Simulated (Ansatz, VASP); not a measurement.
Two plane-wave programs on Pt

INCAR

```
SYSTEM = Pt
PREC = Accurate
ENCUT = 600
EDIFF = 1E-6
ISMEAR = 0
SIGMA = 0.1
LREAL = .False.
LASPH = .True.
NELM = 100
ALGO = Fast
ISIF = 3
LWAVE = .False.
LCHARG = .False.
GGA = PE
IBRION = 2
NSW = 100
EDIFFG = -0.01
```

The input KPOINTS:

```
regular mesh
0
Gamma
  8 8 8
  0 0 0
```

File POSCAR:

```
Pt
1.0
    5.1867645030      0.0000000000      0.0000000000
    0.0000000000      5.1867645030      0.0000000000
    0.0000000000      0.0000000000      5.1867645030
Pt
7
Direct
    0.5000000000      0.5000000000      0.0000000000
    0.0000000000      0.5000000000      0.5000000000
    0.5000000000      0.0000000000      0.5000000000
    0.5000000000      0.5000000000      0.5000000000
    0.5000000000      0.0000000000      0.0000000000
    0.0000000000      0.5000000000      0.0000000000
    0.0000000000      0.0000000000      0.5000000000
```

Input for Ansatz:

```yaml
crystal:
  lattice:
    - [5.186764503, 0.0, 0.0]
    - [0.0, 5.186764503, 0.0]
    - [0.0, 0.0, 5.186764503]
  atoms:
    - { symbol: Pt, position: [0.5, 0.5, 0.0] }
    - { symbol: Pt, position: [0.0, 0.5, 0.5] }
    - { symbol: Pt, position: [0.5, 0.0, 0.5] }
    - { symbol: Pt, position: [0.5, 0.5, 0.5] }
    - { symbol: Pt, position: [0.5, 0.0, 0.0] }
    - { symbol: Pt, position: [0.0, 0.5, 0.0] }
    - { symbol: Pt, position: [0.0, 0.0, 0.5] }
basis:
  ecutwfc: 420
kpoints:
  mp_grid: { grid: [8, 8, 8] }
hamiltonian:
  xc: pbe
scf:
  occupations: { method: gaussian, width: 0.1 }
output:
  forces: true
  stress: true
  eigenvalues: true
  write_density: true
  write_potential: true
  elf: true
  volumetric_format: npy
relax:
  adjacent_minimum: "off"
  f_tol: 0.01
  max_steps: 80
  cell: { stress_tol: 0.05 }
```

Alike in both runs: task relaxation of cell and atoms; functional PBE; k mesh 8 × 8 × 8; occupations gaussian, width 0.1 eV; no spin polarisation.

|  | VASP | Ansatz |
| --- | --- | --- |
| version | VASP 6.6.1 | Ansatz 0.2.0 |
| potentials or method | VASP PAW PBE potentials, release 64 (Pt), cutoff 600 eV | scalar-relativistic, plane waves, PAW |
| valence electrons in the cell | 70 | 126 |

|  | VASP | Ansatz | Ansatz less VASP |
| --- | --- | --- | --- |
| gap on the k mesh at the Fermi level, each at its own relaxed structure (eV) | none | none | - |
| relaxed volume (Å³/atom) | 19.82 | 19.86 | +0.040 |
| relaxed length of the cell vector where the two differ most in proportion (Å) | 5.177 | 5.181 | +0.0035 |

A gap of «none» marks a metal or a gap that the smearing closes. VASP's potentials hold 70 valence electrons a cell and Ansatz's 126, so a difference there can come from the potentials and not from the codes.

Neither program's run includes spin-orbit coupling.
